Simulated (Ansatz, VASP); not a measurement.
# B: VASP beside Ansatz

Contents of INCAR:

```
SYSTEM = B
PREC = Accurate
ENCUT = 600
EDIFF = 1E-7
ISMEAR = 0
SIGMA = 0.1
LREAL = .False.
LASPH = .True.
NELM = 100
ALGO = Normal
ISIF = 3
LWAVE = .False.
LCHARG = .False.
GGA = PS
IBRION = 2
NSW = 100
EDIFFG = -0.01
```

File KPOINTS:

```
Automatic mesh
0
Gamma
  18 18 18
  0 0 0
```

The input POSCAR:

```
B
1.0
    0.0000000000      2.6833249817      3.2975515149
    1.6997816739      0.0000000000      3.2975515149
    1.6997816739      2.6833249817      0.0000000000
B
4
Direct
    0.7500000000      0.7500000000      0.7500000000
    0.2500000000      0.2500000000      0.2500000000
    0.6300854710      0.6300854710      0.3699145290
    0.3699145290      0.3699145290      0.6300854710
```

Input for Ansatz:

```yaml
crystal:
  lattice:
    - [0.0, 2.6833249817, 3.2975515149]
    - [1.6997816739, 0.0, 3.2975515149]
    - [1.6997816739, 2.6833249817, 0.0]
  atoms:
    - { symbol: B, position: [0.75, 0.75, 0.75] }
    - { symbol: B, position: [0.25, 0.25, 0.25] }
    - { symbol: B, position: [0.630085471, 0.630085471, 0.369914529] }
    - { symbol: B, position: [0.369914529, 0.369914529, 0.630085471] }
basis:
  ecutwfc: 420
kpoints:
  mp_grid: { grid: [18, 18, 18] }
hamiltonian:
  xc: pbesol
scf:
  occupations: { method: gaussian, width: 0.1 }
output:
  forces: true
  stress: true
  eigenvalues: true
relax:
  adjacent_minimum: "off"
  f_tol: 0.01
  max_steps: 80
  cell: { stress_tol: 0.05 }
```

Change from the starting cell: the structure that the rattled simple hexagonal type (P6/mmm, No. 191) fell into.

Alike in both runs: task relaxation of cell and atoms; functional PBEsol; k mesh 18 × 18 × 18; occupations gaussian, width 0.1 eV; no spin polarisation.

|  | VASP | Ansatz |
| --- | --- | --- |
| version | VASP 6.6.1 | Ansatz 0.2.0 |
| potentials or method | VASP PAW PBE potentials, release 64 (B), cutoff 600 eV | scalar-relativistic, plane waves, PAW |
| valence electrons in the cell | 12 | 12 |

Ansatz gave:

| Quantity | Value |
| --- | --- |
| gap on the k mesh at the Fermi level, each at its own relaxed structure (eV) | none |
| relaxed volume (Å³/atom) | 7.51 |
| relaxed cell length with the largest relative difference (Å) | 4.254 |

**Question.** Which values does VASP return?

**Answer.** gap on the k mesh at the Fermi level, each at its own relaxed structure (eV): none; relaxed volume (Å³/atom): 7.52; relaxed cell length with the largest relative difference (Å): 4.256.

VASP's potentials were made for PBE, not for PBEsol. A gap of «none» marks a metal or a gap that the smearing closes.
